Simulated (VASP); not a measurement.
# Ag (Fm-3m) in VASP: a series of runs

The runs below take Ag through single point, relaxation of cell and atoms, with PBEsol.

Program: VASP 6.6.1. These are calculated values, not measurements. Logs are shortened: lines on timing, memory, paths and dates and some standing lists are left out, and cuts for length are marked.

## (1) The cell of the first run

Symmetry: Fm-3m, No. 225, cubic system. Conventional cell: a = 4.053 Å, b = 4.053 Å, c = 4.053 Å, α = 90.00°, β = 90.00°, γ = 90.00°. Within 3.8 Å of Ag (site symmetry m-3m) lie 12 Ag at 2.87 Å.

## (2) Single point, PBEsol

File INCAR:

```
PREC = Accurate ; ENCUT = 520
EDIFF = 1E-7 ; ISMEAR = 0
SIGMA = 0.1 ; LREAL = False
LASPH = True ; NELM = 80
ALGO = Fast ; ISIF = 2
LWAVE = False ; LCHARG = True
GGA = PS ; LELF = True
LVHAR = True ; NBANDS = 12
```

File KPOINTS:

```
regular mesh
0
Gamma
  14 14 14
```

File POSCAR:

```
Ag
1.0
    0.0000000000      2.0266544702      2.0266544702
    2.0266544702      0.0000000000      2.0266544702
    2.0266544702      2.0266544702      0.0000000000
Ag
1
Direct
    0.0000000000      0.0000000000      0.0000000000
```

Potentials or basis: VASP PAW PBE potentials, release 64 (Ag).

Command:

```console
$ cat potpaw_PBE.64/Ag/POTCAR > POTCAR
$ mpirun -np 1 vasp_std > vasp.out
```

OUTCAR:

```text
PREC = Accurate
   ENCUT = 520
   EDIFF = 1E-7
   ISMEAR = 0
   LREAL = False
   LASPH = True
   NELM = 80
   ISIF = 2
   GGA = PS

 ion  position               nearest neighbor table
   1  0.000  0.000  0.000-

  LATTYP: Found a face centered cubic cell.
 ALAT       =     4.0533089404

  Lattice vectors:

 A1 = (   0.0000000000,   2.0266544702,   2.0266544702)
 A2 = (   2.0266544702,   0.0000000000,   2.0266544702)
 A3 = (   2.0266544702,   2.0266544702,   0.0000000000)

Analysis of symmetry for initial positions (statically):
=====================================================================
 Subroutine PRICEL returns:
 Original cell was already a primitive cell.

 Routine SETGRP: Setting up the symmetry group for a
 face centered cubic supercell.

 Subroutine GETGRP returns: Found 48 space group operations
 (whereof 48 operations were pure point group operations)
 out of a pool of 48 trial point group operations.

The static configuration has the point symmetry O_h .

Analysis of symmetry for dynamics (positions and initial velocities):
=====================================================================
 Subroutine PRICEL returns:
 Original cell was already a primitive cell.

 Routine SETGRP: Setting up the symmetry group for a
 face centered cubic supercell.

 Subroutine GETGRP returns: Found 48 space group operations
 (whereof 48 operations were pure point group operations)
 out of a pool of 48 trial point group operations.

The dynamic configuration has the point symmetry O_h .

 Subroutine INISYM returns: Found 48 space group operations
 (whereof 48 operations are pure point group operations),
 and found     1 'primitive' translations

----------------------------------------------------------------------------------------

                                     Primitive cell

  volume of cell :      16.6483

  direct lattice vectors                    reciprocal lattice vectors
     0.000000000  2.026654470  2.026654470    -0.246712011  0.246712011  0.246712011
     2.026654470  0.000000000  2.026654470     0.246712011 -0.246712011  0.246712011
     2.026654470  2.026654470  0.000000000     0.246712011  0.246712011 -0.246712011

  length of vectors
     2.866122238  2.866122238  2.866122238     0.427317738  0.427317738  0.427317738

  position of ions in fractional coordinates (direct lattice)
     0.000000000  0.000000000  0.000000000

  ion indices of the primitive-cell ions
   primitive index   ion index
                 1           1

[... 75 lines left out ...]
   IBRION =     -1    ionic relax: 0-MD 1-quasi-New 2-CG
   NFREE  =      0    steps in history (QN), initial steepest desc. (CG)
   ISIF   =      2    stress and relaxation
   ISYM   =      2    0-nonsym 1-usesym 2-fastsym
   POTIM  = 0.5000    time-step for ionic-motion
   TEBEG  =    0.0;   TEEND  =   0.0 temperature during run
   PSTRESS=    0.0 pullay stress
   NELECT =      11.0000    total number of electrons
   NUPDOWN=      -1.0000    fix difference up-down
   EMIN   =  10.00;   EMAX   =-10.00  energy-range for DOS
   EFERMI =   0.00;   METHOD = LEGACY
   ISMEAR =     0;   SIGMA  =   0.10  broadening in eV -4-tet -1-fermi 0-gaus
   EFERMI_NEDOS =   21; number of points for ismear=-14 and -15
   IALGO  =     68    algorithm
   IMIX   =      4    mixing-type and parameters
     AMIX     =   0.40;   BMIX     =  1.00
     AMIX_MAG =   1.60;   BMIX_MAG =  1.00
  volume/ion in A,a.u.               =      16.65       112.35
  Fermi-wavevector in a.u.,A,eV,Ry     =   1.425879  2.694521 27.662427  2.033131
  Thomas-Fermi vector in A             =   2.546216
   LORBIT       =      0    0 simple, 1 ext, 2 COOP (PROOUT), +10 PAW based schemes
   GGA     = PS    functional components
   LHFCALC =     F    Hartree Fock is set to
   AEXX    =    0.0000 exact exchange contribution
   IVDW    =     0    specifies the selected vdW correction
   LEPSILON=     F    determine dielectric tensor
   LRPA    =     F    only Hartree local field effects (RPA)
 non-spin polarized calculation
 RMM-DIIS sequential band-by-band and
 Gauss-broadening in eV      SIGMA  =   0.10
  energy-cutoff  :      520.00
  volume of cell :       16.65
 maximum number of plane-waves:       464
 NGX is ok and might be reduce to    24
   NGX = 11   NGY = 11   NGZ = 11

 number of electron      11.0000001 magnetization

 Free energy of the ion-electron system (eV)
  ---------------------------------------------------
  ext. energy  EPLUGINS =         0.00000000
  ---------------------------------------------------
  free energy    TOTEN  =        -3.30955227 eV

  energy without entropy =       -3.30857301  energy(sigma->0) =       -3.30906264

 E-fermi :   8.4702     XC(G=0): -12.5556

 val. band max:        8.3775732851   @ k =   0.5000   0.0714   0.0000
 cond. band min:       8.5461932725   @ k =   0.5000   0.2143   0.0714
 fundamental gap:      0.1686199874
 Fermi energy:         8.4701655444

 k-point     1 :       0.0000    0.0000    0.0000
  band No.  band energies     occupation
      1       0.5583      2.00000
      2       3.7065      2.00000
      3       3.7065      2.00000
      4       3.7065      2.00000
      5       4.7985      2.00000
      6       4.7985      2.00000
      7      24.6021      0.00000
      8      28.3166      0.00000
      9      28.3166      0.00000
     10      28.3166      0.00000
     11      33.1971      0.00000
     12      34.4814      0.00000
[... 331 lines left out ...]
 k-point    24 :       0.2857    0.1429    0.0000
  band No.  band energies     occupation
      1       2.3446      2.00000
      2       3.2531      2.00000
      3       3.9479      2.00000
      4       4.2235      2.00000
      5       5.0915      2.00000
      6       5.2011      2.00000
      7      20.7089      0.00000
      8      24.9034      0.00000
      9      24.9937      0.00000
     10      27.2254      0.00000
     11      30.6451      0.00000
     12      33.9710      0.00000

 [... further k-points ...]
[... 5 lines left out ...]
  --------------------------------------------------------------------------------------
  -------------------------------------------------------------------------------------
  Total       -0.0280992     -0.0280992     -0.0280992     -0.0000000      0.0000000      0.0000000
  in kB       -2.7041832     -2.7041832     -2.7041832     -0.0000000      0.0000000      0.0000000
  external PRESSURE =      -2.7041832 kB  Pullay stress =       0.0000000 kB

 VOLUME and BASIS-vectors are now :
 -----------------------------------------------------------------------------
  energy-cutoff  :      520.00
  volume of cell :       16.65
      direct lattice vectors                 reciprocal lattice vectors
     0.000000000  2.026654470  2.026654470    -0.246712011  0.246712011  0.246712011
     2.026654470  0.000000000  2.026654470     0.246712011 -0.246712011  0.246712011
     2.026654470  2.026654470  0.000000000     0.246712011  0.246712011 -0.246712011

 POSITION                                       TOTAL-FORCE (eV/Angst)
 -----------------------------------------------------------------------------------
      0.00000      0.00000      0.00000         0.000000      0.000000     -0.000000
 -----------------------------------------------------------------------------------
    total drift:                               -0.000000      0.000000     -0.000000

  FREE ENERGIE OF THE ION-ELECTRON SYSTEM (eV)
  ---------------------------------------------------
  free  energy   TOTEN  =        -3.3095522747 eV

  energy  without entropy=       -3.3085730110  energy(sigma->0) =       -3.30906264
```

stdout:

```text
POSCAR found type information on POSCAR Ag
 POSCAR found :  1 types and       1 ions
 scaLAPACK will be used
 -----------------------------------------------------------------------------
|                                                                             |
|                                                                             |
|     You enforced a specific xc type in the INCAR file but a different       |
|     I HOPE YOU KNOW WHAT YOU ARE DOING!                                     |
|                                                                             |
 -----------------------------------------------------------------------------

 LDA part: xc-table for (Slater+PW92), standard interpolation
 POSCAR, INCAR and KPOINTS ok, starting setup
 FFT: planning ... GRIDC
 FFT: planning ... GRID_SOFT
 FFT: planning ... GRID
 WAVECAR not read
 entering main loop
```

Wall time 7.2 s (1 thread of Intel Xeon 6975P-C (Granite Rapids), shared host); peak memory 0.15 GiB.

Results:

* Free energy: -3.3096 eV
* Pressure: -0.3 GPa

Caveat: the PAW data sets were made with another functional, which shifts forces and pressure a little.

## (3) Single point, PBEsol

INCAR is that of step 2.

KPOINTS is that of step 2.

File POSCAR:

```
Ag
1.0
    0.0000000000      2.0266544696      2.0266544696
    2.0266544696      0.0000000000      2.0266544696
    2.0266544696      2.0266544696      0.0000000000
Ag
1
Direct
    0.0000000000      0.0000000000      0.0000000000
```

Potentials or basis: VASP PAW PBE potentials, release 64 (Ag).

Command:

```console
$ cat potpaw_PBE.64/Ag/POTCAR > POTCAR
$ mpirun -np 1 vasp_std > vasp.out
```

Wall time 7.2 s (1 thread of Intel Xeon 6975P-C (Granite Rapids), shared host); peak memory 0.14 GiB.

The run converged. Its results:

* Free energy: -3.3096 eV
* Pressure: -0.3 GPa

Levels at points of the mesh, in eV from the Fermi level:
| k point | band 2 | band 3 | band 4 | band 5 | band 6 | band 7 | band 8 | band 9 | band 10 | band 11 |
| --- | --- | --- | --- | --- | --- | --- | --- | --- | --- | --- |
| (0.00, 0.00, 0.00) | -4.76 | -4.76 | -4.76 | -3.67 | -3.67 | 16.13 | 19.85 | 19.85 | 19.85 | 24.73 |
| (0.50, 0.00, 0.00) | -4.79 | -4.79 | -2.84 | -2.84 | -0.43 | 3.81 | 15.37 | 18.15 | 18.15 | 23.26 |
| (0.50, 0.50, 0.00) | -6.34 | -2.87 | -2.62 | -2.62 | 1.61 | 7.00 | 10.82 | 10.82 | 17.55 | 17.63 |

Caveat: the PAW data sets were made with another functional, which shifts forces and pressure a little.

## (4) Single point, PBEsol

File INCAR:

```
  PREC = Accurate
  ENCUT = 520
  EDIFF = 1E-6
  ISMEAR = -1
  SIGMA = 0.15
  LREAL = F
  LASPH = T
  NELM = 100
  ALGO = Normal
  ISIF = 2
  LWAVE = F
  LCHARG = F
  GGA = PS
  NBANDS = 12
```

File KPOINTS:

```
Automatic mesh
0
Gamma
  16 16 16
```

File POSCAR:

```
Ag
1.0
    0.0000000000      2.0275622091      2.0275622091
    2.0275622091      0.0000000000      2.0275622091
    2.0275622091      2.0275622091      0.0000000000
Ag
1
Direct
    0.0000000000      0.0000000000      0.0000000000
```

Command:

```console
$ cat potpaw_PBE.64/Ag/POTCAR > POTCAR
$ mpirun -np 1 vasp_std > vasp.out
```

Run time: 7.5 s. Hardware: 1 thread of Intel Xeon 6975P-C (Granite Rapids), shared host; peak memory 0.15 GiB.

Results (log left out):

| Quantity | Value |
| --- | --- |
| Free energy | -3.3197 eV |
| Pressure | -0.3 GPa |

Levels at points of the mesh, in eV from the Fermi level:
```tsv
k point	band 4	band 5	band 6	band 7	band 8	band 9
(0.00, 0.00, 0.00)	-4.83	-3.74	-3.74	16.06	19.77	19.77
(0.50, 0.00, 0.00)	-2.90	-2.90	-0.49	3.74	15.30	18.07
(0.50, 0.50, 0.00)	-2.69	-2.69	1.55	6.92	10.74	10.74
```

Caveat: the PAW data sets were made with another functional, which shifts forces and pressure a little.

## (5) Single point, PBEsol

INCAR is that of step 4.

KPOINTS is that of step 4.

File POSCAR:

```
Ag
1.0
    0.0000000000      2.0275622089      2.0275622089
    2.0275622089      0.0000000000      2.0275622089
    2.0275622089      2.0275622089      0.0000000000
Ag
1
Direct
    0.0000000000      0.0000000000      0.0000000000
```

Command:

```console
$ cat potpaw_PBE.64/Ag/POTCAR > POTCAR
$ mpirun -np 1 vasp_std > vasp.out
```

Run time: 7.5 s. Hardware: 1 thread of Intel Xeon 6975P-C (Granite Rapids), shared host; peak memory 0.15 GiB.

Results (log left out):

| Item | Value |
| --- | --- |
| Free energy | -3.3197 eV |
| Pressure | -0.3 GPa |

Levels at points of the mesh, in eV from the Fermi level:
| k point | band 4 | band 5 | band 6 | band 7 | band 8 | band 9 |
| --- | --- | --- | --- | --- | --- | --- |
| (0.00, 0.00, 0.00) | -4.83 | -3.74 | -3.74 | 16.06 | 19.77 | 19.77 |
| (0.50, 0.00, 0.00) | -2.90 | -2.90 | -0.49 | 3.74 | 15.30 | 18.07 |
| (0.50, 0.50, 0.00) | -2.69 | -2.69 | 1.55 | 6.92 | 10.74 | 10.74 |

Caveat: the PAW data sets were made with another functional, which shifts forces and pressure a little.

## (6) Relaxation of cell and atoms, PBEsol

This run uses another cell than the first one, of 17.68 Å³/atom, 1.062 times its volume.

File INCAR:

```
SYSTEM = Ag
PREC = Accurate
ENCUT = 600
EDIFF = 1E-7
ISMEAR = 0
SIGMA = 0.1
LREAL = .False.
LASPH = .True.
NELM = 60
ALGO = Normal
ISIF = 3
LWAVE = .False.
LCHARG = .False.
GGA = PS
IBRION = 2
NSW = 100
EDIFFG = -0.002
```

File KPOINTS:

```
regular mesh
0
Gamma
  14 14 14
  0 0 0
```

File POSCAR:

```
Ag
1.0
    0.0000000000      2.0675000000      2.0675000000
    2.0675000000      0.0000000000      2.0675000000
    2.0675000000      2.0675000000      0.0000000000
Ag
1
Direct
    0.0000000000      0.0000000000      0.0000000000
```

Potentials or basis: VASP PAW PBE potentials, release 64 (Ag).

Command:

```console
$ cat potpaw_PBE.64/Ag/POTCAR > POTCAR
$ mpirun -np 1 vasp_std > vasp.out
```

Run time: 19 s. Hardware: 1 thread of Intel Xeon 6975P-C (Granite Rapids), shared host; peak memory 0.16 GiB.

It converged, with:

* Free energy: -3.3102 eV
* Relaxed volume: 16.62 Å³/atom
* Relaxed cell: a = 2.864 Å, b = 2.864 Å, c = 2.864 Å, α = 60.00°, β = 60.00°, γ = 60.00°
* Space group after relaxing (to 0.05 Å): Fm-3m (No. 225)
* Energy gained by relaxing: 21.7 meV/atom
* Ionic steps: 6
* Pressure after relaxing: 0.0 GPa

Step by step:
```tsv
step	energy change (eV)	largest force (eV/Å)	pressure (GPa)	volume (Å³)
1	0.0000	0.0000	-6.12	17.68
2	-0.0125	0.0000	5.03	16.00
3	-0.0217	0.0000	-0.02	16.62
4	-0.0217	0.0000	0.12	16.60
5	-0.0217	0.0000	-0.07	16.63
6	-0.0217	0.0000	0.00	16.62
```

Final structure:
```
Ag
1.0
     0.00000    2.02537    2.02537
     2.02537    0.00000    2.02537
     2.02537    2.02537    0.00000
Ag
1
Direct
  0.00000 0.00000 0.00000
```

Levels at points of the mesh, in eV from the Fermi level:
```
           k point  band 3  band 4  band 5  band 6  band 7  band 8  band 9
(0.00, 0.00, 0.00)   -4.77   -4.77   -3.68   -3.68   16.14   19.86   19.86
(0.50, 0.00, 0.00)   -4.79   -2.84   -2.84   -0.43    3.82   15.37   18.17
(0.50, 0.50, 0.00)   -2.87   -2.62   -2.62    1.61    7.02   10.83   10.83
```

Caveat: the PAW data sets were made with another functional, which shifts forces and pressure a little.

## (7) Summary

| task | cell | k mesh | cutoff (eV) | smearing | gap on the mesh (eV) | pressure (GPa) |
| --- | --- | --- | --- | --- | --- | --- |
| single point | a = 2.866 Å, angles 60.0°, 1 atom | 14 × 14 × 14 | 520 | gaussian 0.1 eV | none | -0.3 |
| single point | a = 2.867 Å, angles 60.0°, 1 atom | 16 × 16 × 16 | 520 | fermi-dirac 0.15 eV | none | -0.3 |
| relaxation of cell and atoms | relaxed from a = 2.924 Å, angles 60.0°, 1 atom | 14 × 14 × 14 | 600 | gaussian 0.1 eV | none | 0.0 |

Alike in all rows: level PBEsol; potentials or basis VASP PAW PBE potentials, release 64 (Ag); no spin polarisation.

Caveats: the PAW data sets were made with another functional, which shifts forces and pressure a little.

Absolute energies hang on the potentials; compare differences alone.
